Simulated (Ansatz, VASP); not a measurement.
## One calculation of BN, two programs

```
B N
1.0
     2.54400    0.00000    0.00000
    -1.27200    2.20317    0.00000
     0.00000    0.00000    4.20774
B N
2 2
Cartesian
  1.2720 0.7344 0.0008
  0.0000 1.4688 2.1047
  1.2720 0.7344 1.5771
  0.0000 1.4688 3.6809
```

Alike in both runs: functional r2SCAN; k mesh 8 × 8 × 5; no spin polarisation.

Ansatz relaxed the structure, and its values are those at the end. VASP's run is a single point on that final structure, the one shown.

```csv
,VASP,Ansatz
version,VASP 6.6.1,Ansatz 0.2.0
potentials or method,"VASP PAW PBE potentials, release 64 (B, N)","scalar-relativistic, plane waves, PAW"
plane-wave cutoff (eV),520,500
occupations,"gaussian, width 0.01 eV",fixed
valence electrons in the cell,16,16
```

|  | VASP | Ansatz | Ansatz less VASP |
| --- | --- | --- | --- |
| pressure (GPa) | 1.1 | 0.0 | -1.12 |

VASP's potentials were made for PBE, not for r2SCAN.
